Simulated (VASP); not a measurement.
# KCl (Pm-3m) in VASP: further runs

The runs below take KCl through single point, with PBE.

Everything below comes from runs of VASP 6.6.1. Logs are shortened: lines on timing, memory, paths and dates and some standing lists are left out, and cuts for length are marked.

**1. The cell of the first run**

It takes space group Pm-3m (No. 221, cubic). Conventional cell: a = 3.682 Å, b = 3.682 Å, c = 3.682 Å, α = 90.00°, β = 90.00°, γ = 90.00°. K (site symmetry m-3m) has 8 Cl at 3.19 Å and 6 K at 3.68 Å within 4.2 Å. Cl (site symmetry m-3m) has 8 K at 3.19 Å and 6 Cl at 3.68 Å within 4.2 Å.

**2. Single point, PBE (24.96 Å³/atom)**

File INCAR:

```
SYSTEM = KCl
PREC     = Accurate       ! precision mode
ENCUT    = 500            ! plane-wave cutoff, eV
EDIFF    = 1E-6           ! SCF threshold, eV
ISMEAR   = -1             ! smearing method
SIGMA    = 0.02           ! smearing width, eV
LREAL    = .FALSE.        ! projectors in reciprocal space
LASPH    = .TRUE.         ! aspherical terms in the spheres
NELM     = 120            ! most SCF steps
ALGO     = Normal         ! electronic algorithm
ISIF     = 2              ! what is computed and relaxed
LWAVE    = .FALSE.        ! write WAVECAR
LCHARG   = .FALSE.        ! write CHGCAR
GGA      = PE             ! functional
NBANDS   = 15             ! bands
GGA_COMPAT= .FALSE.
```

File KPOINTS:

```
regular mesh
0
G
  7 7 7
  0 0 0
```

File POSCAR:

```
KCl
1.0
    3.6818212735      0.0000000000      0.0000000000
    0.0000000000      3.6818212735      0.0000000000
    0.0000000000      0.0000000000      3.6818212735
K Cl
1 1
Direct
    0.0000000000      0.0000000000      0.0000000000
    0.5000000000      0.5000000000      0.5000000000
```

Potentials or basis: VASP PAW PBE potentials, release 64 (K_sv, Cl).

On the command line:

```sh
$ cat potpaw_PBE.64/K_sv/POTCAR potpaw_PBE.64/Cl/POTCAR > POTCAR
$ mpirun -np 1 vasp_std > vasp.out
```

OUTCAR:

```text
SYSTEM = KCl
   PREC = Accurate
   ENCUT = 500
   EDIFF = 1E-6
   ISMEAR = -1
   LREAL = .FALSE.
   LASPH = .TRUE.
   NELM = 120
   ISIF = 2
   GGA = PE

 ion  position               nearest neighbor table
   1  0.000  0.000  0.000-   2 3.19   2 3.19   2 3.19   2 3.19   2 3.19   2 3.19   2 3.19   2 3.19

   2  0.500  0.500  0.500-   1 3.19   1 3.19   1 3.19   1 3.19   1 3.19   1 3.19   1 3.19   1 3.19

  LATTYP: Found a simple cubic cell.
 ALAT       =     3.6818212735

  Lattice vectors:

 A1 = (   3.6818212735,   0.0000000000,   0.0000000000)
 A2 = (   0.0000000000,   3.6818212735,   0.0000000000)
 A3 = (   0.0000000000,   0.0000000000,   3.6818212735)

Analysis of symmetry for initial positions (statically):
=====================================================================
 Subroutine PRICEL returns:
 Original cell was already a primitive cell.

 Routine SETGRP: Setting up the symmetry group for a
 simple cubic supercell.

 Subroutine GETGRP returns: Found 48 space group operations
 (whereof 48 operations were pure point group operations)
 out of a pool of 48 trial point group operations.

The static configuration has the point symmetry O_h .

Analysis of symmetry for dynamics (positions and initial velocities):
=====================================================================
 Subroutine PRICEL returns:
 Original cell was already a primitive cell.

 Routine SETGRP: Setting up the symmetry group for a
 simple cubic supercell.

 Subroutine GETGRP returns: Found 48 space group operations
 (whereof 48 operations were pure point group operations)
 out of a pool of 48 trial point group operations.

The dynamic configuration has the point symmetry O_h .

 Subroutine INISYM returns: Found 48 space group operations
 (whereof 48 operations are pure point group operations),
 and found     1 'primitive' translations

----------------------------------------------------------------------------------------

                                     Primitive cell

  volume of cell :      49.9101

  direct lattice vectors                    reciprocal lattice vectors
     3.681821274  0.000000000  0.000000000     0.271604710  0.000000000  0.000000000
     0.000000000  3.681821274  0.000000000     0.000000000  0.271604710  0.000000000
     0.000000000  0.000000000  3.681821274     0.000000000  0.000000000  0.271604710

  length of vectors
     3.681821274  3.681821274  3.681821274     0.271604710  0.271604710  0.271604710

  position of ions in fractional coordinates (direct lattice)
     0.000000000  0.000000000  0.000000000
     0.500000000  0.500000000  0.500000000

  ion indices of the primitive-cell ions
   primitive index   ion index
                 1           1
                 2           2

----------------------------------------------------------------------------------------

 KPOINTS: regular mesh

Automatic generation of k-mesh.
 Grid dimensions read from file:
 generate k-points for:    7    7    7

 Generating k-lattice:

  Cartesian coordinates                     Fractional coordinates (reciprocal lattice)
     0.038800673  0.000000000  0.000000000     0.142857143  0.000000000  0.000000000
     0.000000000  0.038800673  0.000000000     0.000000000  0.142857143  0.000000000
     0.000000000  0.000000000  0.038800673     0.000000000  0.000000000  0.142857143

  Length of vectors
     0.038800673  0.038800673  0.038800673

  Shift w.r.t. Gamma in fractional coordinates (k-lattice)
     0.000000000  0.000000000  0.000000000

 Subroutine IBZKPT returns following result:
 ===========================================

 Found     20 irreducible k-points:

 Following reciprocal coordinates:
            Coordinates               Weight
  0.000000  0.000000  0.000000      1.000000
  0.142857  0.000000  0.000000      6.000000
  0.285714  0.000000  0.000000      6.000000
  0.428571  0.000000  0.000000      6.000000
  0.142857  0.142857  0.000000     12.000000
  0.285714  0.142857  0.000000     24.000000
[... 12 lines left out ...]
  0.428571  0.428571  0.285714     24.000000
  0.428571  0.428571  0.428571      8.000000
   k-points           NKPTS =     20   k-points in BZ     NKDIM =     20   number of bands    NBANDS=     15
   number of dos      NEDOS =    301   number of ions     NIONS =      2
   total plane-waves  NPLWV =  21952
   dimension x,y,z NGX =    28 NGY =   28 NGZ =   28
   dimension x,y,z NGXF=    56 NGYF=   56 NGZF=   56
   ions per type =               1   1
   NGX,Y,Z   is equivalent  to a cutoff of  12.64, 12.64, 12.64 a.u.
   NGXF,Y,Z  is equivalent  to a cutoff of  25.29, 25.29, 25.29 a.u.
 SYSTEM =  KCl
   PREC   = accura    normal or accurate (medium, high low for compatibility)
   ISTART =      0    job   : 0-new  1-cont  2-samecut
   ICHARG =      2    charge: 1-file 2-atom 10-const
   ISPIN  =      1    spin polarized calculation?
   LNONCOLLINEAR =      F non collinear calculations
   LSORBIT =      F    spin-orbit coupling
   LASPH  =      T    aspherical Exc in radial PAW
   ENCUT  =  500.0 eV  36.75 Ry    6.06 a.u.   6.71  6.71  6.71*2*pi/ulx,y,z
   NELM   =    120;   NELMIN=  2; NELMDL= -5     # of ELM steps
   EDIFF  = 0.1E-05   stopping-criterion for ELM
   LREAL  =      F    real-space projection
   EDIFFG = 0.1E-04   stopping-criterion for IOM
   NSW    =      0    number of steps for IOM
   IBRION =     -1    ionic relax: 0-MD 1-quasi-New 2-CG
   NFREE  =      0    steps in history (QN), initial steepest desc. (CG)
   ISIF   =      2    stress and relaxation
   ISYM   =      2    0-nonsym 1-usesym 2-fastsym
   POTIM  = 0.5000    time-step for ionic-motion
   TEBEG  =    0.0;   TEEND  =   0.0 temperature during run
   PSTRESS=    0.0 pullay stress
   NELECT =      16.0000    total number of electrons
   NUPDOWN=      -1.0000    fix difference up-down
   EMIN   =  10.00;   EMAX   =-10.00  energy-range for DOS
   EFERMI =   0.00;   METHOD = LEGACY
   ISMEAR =    -1;   SIGMA  =   0.02  broadening in eV -4-tet -1-fermi 0-gaus
   EFERMI_NEDOS =   21; number of points for ismear=-14 and -15
   IALGO  =     38    algorithm
   IMIX   =      4    mixing-type and parameters
     AMIX     =   0.40;   BMIX     =  1.00
     AMIX_MAG =   1.60;   BMIX_MAG =  1.00
  volume/ion in A,a.u.               =      24.96       168.40
  Fermi-wavevector in a.u.,A,eV,Ry     =   1.120432  2.117309 17.080313  1.255368
  Thomas-Fermi vector in A             =   2.257078
   LORBIT       =      0    0 simple, 1 ext, 2 COOP (PROOUT), +10 PAW based schemes
   GGA     = PE    functional components
   LHFCALC =     F    Hartree Fock is set to
   AEXX    =    0.0000 exact exchange contribution
   IVDW    =     0    specifies the selected vdW correction
   LEPSILON=     F    determine dielectric tensor
   LRPA    =     F    only Hartree local field effects (RPA)
 non-spin polarized calculation
  energy-cutoff  :      500.00
  volume of cell :       49.91
 maximum number of plane-waves:      1309
 NGX is ok and might be reduce to    28
   NGX = 13   NGY = 13   NGZ = 13

 number of electron      15.9999992 magnetization

 Free energy of the ion-electron system (eV)
  ---------------------------------------------------
  ext. energy  EPLUGINS =         0.00000000
  ---------------------------------------------------
  free energy    TOTEN  =        -6.59615771 eV

  energy without entropy =       -6.59615771  energy(sigma->0) =       -6.59615771

 E-fermi :   0.3466     XC(G=0):  -8.6292

 val. band max:       -0.1937827462   @ k =   0.4286   0.4286   0.0000
 cond. band min:       5.2078390602   @ k =   0.0000   0.0000   0.0000
 fundamental gap:      5.4016218064
 Fermi energy:         0.3465978312

 k-point     1 :       0.0000    0.0000    0.0000
  band No.  band energies     occupation
      1     -28.0313      2.00000
      2     -12.9904      2.00000
      3     -11.3888      2.00000
      4     -11.3888      2.00000
      5     -11.3888      2.00000
      6      -0.3917      2.00000
      7      -0.3917      2.00000
      8      -0.3917      2.00000
      9       5.2078      0.00000
     10       6.2654      0.00000
     11       6.2654      0.00000
     12      10.8037      0.00000
     13      10.8037      0.00000
     14      10.8037      0.00000
     15      13.9407      0.00000

 k-point     2 :       0.1429    0.0000    0.0000
  band No.  band energies     occupation
      1     -28.0252      2.00000
      2     -13.0298      2.00000
      3     -11.3797      2.00000
      4     -11.3797      2.00000
      5     -11.3600      2.00000
      6      -0.8398      2.00000
      7      -0.3998      2.00000
      8      -0.3998      2.00000
      9       5.7164      0.00000
     10       6.4495      0.00000
     11       6.7739      0.00000
     12      10.7319      0.00000
     13      10.7319      0.00000
     14      10.9153      0.00000
     15      13.1052      0.00000

 k-point     3 :       0.2857    0.0000    0.0000
  band No.  band energies     occupation
      1     -28.0113      2.00000
      2     -13.1218      2.00000
      3     -11.3593      2.00000
      4     -11.3593      2.00000
      5     -11.2847      2.00000
      6      -1.6559      2.00000
      7      -0.4193      2.00000
      8      -0.4193      2.00000
      9       6.8110      0.00000
     10       6.9736      0.00000
     11       7.9341      0.00000
     12      10.6639      0.00000
     13      10.6639      0.00000
     14      11.2000      0.00000
     15      11.5424      0.00000
[... 271 lines left out ...]
 k-point    19 :       0.4286    0.4286    0.2857
  band No.  band energies     occupation
      1     -27.9548      2.00000
      2     -12.5666      2.00000
      3     -11.6488      2.00000
      4     -11.6167      2.00000
      5     -11.5112      2.00000
      6      -1.6550      2.00000
      7      -1.6491      2.00000
      8      -1.2286      2.00000
      9       7.6589      0.00000
     10       8.6788      0.00000
     11       8.8421      0.00000
     12       9.4209      0.00000
     13      10.7204      0.00000
     14      10.7850      0.00000
     15      12.9094      0.00000

 k-point    20 :       0.4286    0.4286    0.4286
  band No.  band energies     occupation
      1     -27.9453      2.00000
      2     -12.4751      2.00000
      3     -11.6195      2.00000
      4     -11.6191      2.00000
      5     -11.6191      2.00000
      6      -1.7275      2.00000
      7      -1.7275      2.00000
      8      -1.6704      2.00000
      9       8.5644      0.00000
     10       8.9108      0.00000
     11       8.9108      0.00000
     12      10.2686      0.00000
     13      10.3250      0.00000
     14      10.3250      0.00000
     15      12.8253      0.00000

------------------------ aborting loop because EDIFF is reached ----------------------------------------

  FORCE on cell =-STRESS in cart. coord.  units (eV):
  Direction    XX          YY          ZZ          XY          YZ          ZX
  --------------------------------------------------------------------------------------
  -------------------------------------------------------------------------------------
  Total        0.9700647      0.9700647      0.9700647      0.0000000      0.0000000     -0.0000000
  in kB       31.1403267     31.1403267     31.1403267      0.0000000      0.0000000     -0.0000000
  external PRESSURE =      31.1403267 kB  Pullay stress =       0.0000000 kB

 VOLUME and BASIS-vectors are now :
 -----------------------------------------------------------------------------
  energy-cutoff  :      500.00
  volume of cell :       49.91
      direct lattice vectors                 reciprocal lattice vectors
     3.681821274  0.000000000  0.000000000     0.271604710  0.000000000  0.000000000
     0.000000000  3.681821274  0.000000000     0.000000000  0.271604710  0.000000000
     0.000000000  0.000000000  3.681821274     0.000000000  0.000000000  0.271604710

 POSITION                                       TOTAL-FORCE (eV/Angst)
 -----------------------------------------------------------------------------------
      0.00000      0.00000      0.00000         0.000000      0.000000      0.000000
      1.84091      1.84091      1.84091         0.000000      0.000000      0.000000
 -----------------------------------------------------------------------------------
    total drift:                                0.000000      0.000000      0.000000

  FREE ENERGIE OF THE ION-ELECTRON SYSTEM (eV)
  ---------------------------------------------------
  free  energy   TOTEN  =        -6.5961577129 eV

  energy  without entropy=       -6.5961577129  energy(sigma->0) =       -6.59615771
```

It took 14 s on 1 thread of Intel Xeon 8259CL, shared host; peak memory 0.13 GiB.

Results:

- Free energy: -6.5962 eV
- Pressure: 3.1 GPa
- Band gap on the k mesh: 5.40 eV (least direct gap 5.60 eV)

Caveat: the cell stands under pressure; an odd mesh through Γ misses points on the zone boundary, where band edges can lie.

**3. Single point, PBE (25.43 Å³/atom)**

This run uses another cell than the first one, of 25.43 Å³/atom.

File INCAR:

```
  PREC = Accurate
  ENCUT = 500
  EDIFF = 1E-6
  ISMEAR = -1
  SIGMA = 0.02
  LREAL = F
  LASPH = T
  NELM = 120
  ALGO = Normal
  ISIF = 2
  LWAVE = F
  LCHARG = F
  GGA = PE
  NBANDS = 15
  GGA_COMPAT = F
```

File KPOINTS:

```
Automatic mesh
0
Gamma
  7 7 7
```

File POSCAR:

```
KCl
1.0
    3.7052729967      0.0000000000      0.0000000000
    0.0000000000      3.7052729967      0.0000000000
    0.0000000000      0.0000000000      3.7052729967
K Cl
1 1
Direct
    0.0000000000      0.0000000000      0.0000000000
    0.5000000000      0.5000000000      0.5000000000
```

Potentials or basis: VASP PAW PBE potentials, release 64 (K_sv, Cl).

On the command line:

```sh
$ cat potpaw_PBE.64/K_sv/POTCAR potpaw_PBE.64/Cl/POTCAR > POTCAR
$ mpirun -np 1 vasp_std > vasp.out
```

OUTCAR:

```text
PREC = Accurate
   ENCUT = 500
   EDIFF = 1E-6
   ISMEAR = -1
   LREAL = F
   LASPH = T
   NELM = 120
   ISIF = 2
   GGA = PE

 ion  position               nearest neighbor table
   1  0.000  0.000  0.000-   2 3.21   2 3.21   2 3.21   2 3.21   2 3.21   2 3.21   2 3.21   2 3.21

   2  0.500  0.500  0.500-   1 3.21   1 3.21   1 3.21   1 3.21   1 3.21   1 3.21   1 3.21   1 3.21

  LATTYP: Found a simple cubic cell.
 ALAT       =     3.7052729967

  Lattice vectors:

 A1 = (   3.7052729967,   0.0000000000,   0.0000000000)
 A2 = (   0.0000000000,   3.7052729967,   0.0000000000)
 A3 = (   0.0000000000,   0.0000000000,   3.7052729967)

Analysis of symmetry for initial positions (statically):
=====================================================================
 Subroutine PRICEL returns:
 Original cell was already a primitive cell.

 Routine SETGRP: Setting up the symmetry group for a
 simple cubic supercell.

 Subroutine GETGRP returns: Found 48 space group operations
 (whereof 48 operations were pure point group operations)
 out of a pool of 48 trial point group operations.

The static configuration has the point symmetry O_h .

Analysis of symmetry for dynamics (positions and initial velocities):
=====================================================================
 Subroutine PRICEL returns:
 Original cell was already a primitive cell.

 Routine SETGRP: Setting up the symmetry group for a
 simple cubic supercell.

 Subroutine GETGRP returns: Found 48 space group operations
 (whereof 48 operations were pure point group operations)
 out of a pool of 48 trial point group operations.

The dynamic configuration has the point symmetry O_h .

 Subroutine INISYM returns: Found 48 space group operations
 (whereof 48 operations are pure point group operations),
 and found     1 'primitive' translations

[... 114 lines left out ...]
   GGA     = PE    functional components
   LHFCALC =     F    Hartree Fock is set to
   AEXX    =    0.0000 exact exchange contribution
   IVDW    =     0    specifies the selected vdW correction
   LEPSILON=     F    determine dielectric tensor
   LRPA    =     F    only Hartree local field effects (RPA)
 non-spin polarized calculation
  energy-cutoff  :      500.00
  volume of cell :       50.87
 maximum number of plane-waves:      1309
 NGX is ok and might be reduce to    28
   NGX = 13   NGY = 13   NGZ = 13

 number of electron      15.9999993 magnetization

 Free energy of the ion-electron system (eV)
  ---------------------------------------------------
  ext. energy  EPLUGINS =         0.00000000
  ---------------------------------------------------
  free energy    TOTEN  =        -6.61339759 eV

  energy without entropy =       -6.61339759  energy(sigma->0) =       -6.61339759

 E-fermi :   0.1844     XC(G=0):  -8.5427

 val. band max:       -0.3014439695   @ k =   0.4286   0.4286   0.0000
 cond. band min:       5.0035902240   @ k =   0.0000   0.0000   0.0000
 fundamental gap:      5.3050341935
 Fermi energy:         0.1844138374

 k-point     1 :       0.0000    0.0000    0.0000
  band No.  band energies     occupation
      1     -28.1662      2.00000
      2     -13.0567      2.00000
      3     -11.5289      2.00000
      4     -11.5289      2.00000
      5     -11.5289      2.00000
      6      -0.4974      2.00000
      7      -0.4974      2.00000
      8      -0.4974      2.00000
      9       5.0036      0.00000
     10       6.1831      0.00000
     11       6.1831      0.00000
     12      10.6474      0.00000
     13      10.6474      0.00000
     14      10.6474      0.00000
[... 329 lines left out ...]
      2     -12.5652      2.00000
      3     -11.7474      2.00000
      4     -11.7473      2.00000
      5     -11.7473      2.00000
      6      -1.7856      2.00000
      7      -1.7856      2.00000
      8      -1.7329      2.00000
      9       8.4079      0.00000
     10       8.7472      0.00000
     11       8.7472      0.00000
     12      10.0571      0.00000
     13      10.1252      0.00000
     14      10.1252      0.00000
     15      12.6193      0.00000

------------------------ aborting loop because EDIFF is reached ----------------------------------------

  FORCE on cell =-STRESS in cart. coord.  units (eV):
  Direction    XX          YY          ZZ          XY          YZ          ZX
  --------------------------------------------------------------------------------------
  -------------------------------------------------------------------------------------
  Total        0.7976982      0.7976982      0.7976982      0.0000000      0.0000000      0.0000000
  in kB       25.1239856     25.1239856     25.1239856      0.0000000      0.0000000      0.0000000
  external PRESSURE =      25.1239856 kB  Pullay stress =       0.0000000 kB

 VOLUME and BASIS-vectors are now :
 -----------------------------------------------------------------------------
  energy-cutoff  :      500.00
  volume of cell :       50.87
      direct lattice vectors                 reciprocal lattice vectors
     3.705272997  0.000000000  0.000000000     0.269885647  0.000000000  0.000000000
     0.000000000  3.705272997  0.000000000     0.000000000  0.269885647  0.000000000
     0.000000000  0.000000000  3.705272997     0.000000000  0.000000000  0.269885647

 POSITION                                       TOTAL-FORCE (eV/Angst)
 -----------------------------------------------------------------------------------
      0.00000      0.00000      0.00000         0.000000      0.000000      0.000000
      1.85264      1.85264      1.85264         0.000000      0.000000      0.000000
 -----------------------------------------------------------------------------------
    total drift:                               -0.000000      0.000000      0.000000

  FREE ENERGIE OF THE ION-ELECTRON SYSTEM (eV)
  ---------------------------------------------------
  free  energy   TOTEN  =        -6.6133975917 eV

  energy  without entropy=       -6.6133975917  energy(sigma->0) =       -6.61339759
```

It took 14 s on 1 thread of Intel Xeon 8259CL, shared host; peak memory 0.13 GiB.

What came out:

| Item | Value |
| --- | --- |
| Free energy | -6.6134 eV |
| Pressure | 2.5 GPa |
| Band gap on the k mesh | 5.30 eV (least direct gap 5.50 eV) |

Caveat: an odd mesh through Γ misses points on the zone boundary, where band edges can lie.
